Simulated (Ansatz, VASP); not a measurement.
Two plane-wave programs on Te2As

```
Te As
1.0
     4.24963    0.00000    0.00000
     0.00000    4.24963    0.00000
     0.00000    0.00000    9.82101
Te As
4 2
Direct
  0.50000 0.00000 0.64263
  0.00000 0.50000 0.35736
  0.50000 0.00000 0.03220
  0.00000 0.50000 0.96780
  0.50000 0.00000 0.36330
  0.00000 0.50000 0.63670
```

Change from the starting cell: relaxed end of: species swapped into the Ta2Se type (P4/nmm, No. 129).

Alike in both runs: functional PBE; k mesh 10 × 10 × 4; occupations gaussian, width 0.1 eV; no spin polarisation.

Ansatz relaxed the structure, and its values are those at the end. VASP's run is a single point on that final structure, the one shown.

|  | VASP | Ansatz |
| --- | --- | --- |
| version | VASP 6.6.1 | Ansatz 0.2.0 |
| potentials or method | VASP PAW PBE potentials, release 64 (Te, As), cutoff 520 eV | scalar-relativistic, plane waves, PAW |
| valence electrons in the cell | 34 | 94 |

VASP gave:

| Quantity | Value |
| --- | --- |
| gap on the k mesh at the Fermi level (eV) | none |
| pressure (GPa) | 0.0 |
| rms of the force components (eV/Å) | 0.006 |

Question: What did Ansatz give for the same quantities?

Answer: gap on the k mesh at the Fermi level (eV): none; pressure (GPa): 0.0; rms of the force components (eV/Å): 0.001.

A gap of «none» marks a metal or a gap that the smearing closes. VASP's potentials hold 34 valence electrons a cell and Ansatz's 94, so a difference there can come from the potentials and not from the codes.

Spin-orbit coupling is off throughout.
